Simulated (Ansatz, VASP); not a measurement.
**One calculation of ZnS, two programs**

The input POSCAR:

```
ZnS
1.0
    0.0000000000      2.6132632566      2.7886568426
    2.6132632566      0.0000000000      2.7886568426
    2.6132632566      2.6132632566      0.0000000000
Zn S
1 1
Direct
    0.0000000000      0.0000000000      0.0000000000
    0.2500000000      0.2500000000      0.2500000000
```

INCAR.step1

```
SYSTEM = ZnS
ALGO = Normal ; EDIFF = 1E-5
ENCUT = 520 ; GGA = PE
ISIF = 2 ; ISMEAR = 0
LASPH = .True. ; LCHARG = .False.
LREAL = .False. ; LWAVE = .True.
NBANDS = 16 ; NELM = 100
PREC = Accurate ; SIGMA = 0.01
```

File INCAR.step2:

```
SYSTEM = ZnS
ALGO = Normal ; EDIFF = 1E-7
ENCUT = 520 ; GGA = PE
HFSCREEN = 0.2079 ; ISIF = 2
ISMEAR = 0 ; ISTART = 1
LASPH = .True. ; LCHARG = .False.
LHFCALC = .True. ; LREAL = .False.
LWAVE = .False. ; NBANDS = 16
NELM = 100 ; PREC = Accurate
PRECFOCK = Normal ; SIGMA = 0.01
```

The input KPOINTS:

```
k-points
0
Gamma
  6 6 6
  0 0 0
```

Input for Ansatz:

```yaml
crystal:
  lattice:
    - [0.0, 2.6132632566, 2.7886568426]
    - [2.6132632566, 0.0, 2.7886568426]
    - [2.6132632566, 2.6132632566, 0.0]
  atoms:
    - { symbol: Zn, position: [0.0, 0.0, 0.0] }
    - { symbol: S, position: [0.25, 0.25, 0.25] }
kpoints:
  mp_grid: { grid: [6, 6, 6] }
  band_path:
    path:
      - [0.0, 0.0, 0.0]
      - [-0.5, -0.5, 0.0]
      - [-0.375, -0.375, 0.25]
      - [-0.375, 0.0, 0.375]
      - [0.0, 0.0, 0.5]
      - [-0.5, -0.25, 0.25]
    npoints: 1
hamiltonian:
  xc: hse06
scf:
  occupations: { method: fixed }
  n_extra_bands: 4
output:
  forces: true
  stress: true
  eigenvalues: true
```

Change from the starting cell: epitaxial_xy strain -3.0%.

Alike in both runs: task single point; functional HSE06; k mesh 6 × 6 × 6; no spin polarisation.

```csv
,VASP,Ansatz
version,VASP 6.6.1,Ansatz 0.2.0
potentials or method,"VASP PAW PBE potentials, release 64 (Zn, S)","plane waves, PAW"
plane-wave cutoff (eV),520,420
occupations,"gaussian, width 0.01 eV",fixed
valence electrons in the cell,18,18
```

|  | VASP | Ansatz | Ansatz less VASP |
| --- | --- | --- | --- |
| gap on the k mesh at the Fermi level (eV) | 3.39 | 3.40 | +0.009 |
| pressure (GPa) | 3.8 | 3.8 | -0.02 |
| traceless stress, the component that is largest in VASP (GPa) | -2.02 | -2.02 | +0.003 |

Ansatz's warnings: stress exchange threshold loose, stress scf threshold loose.
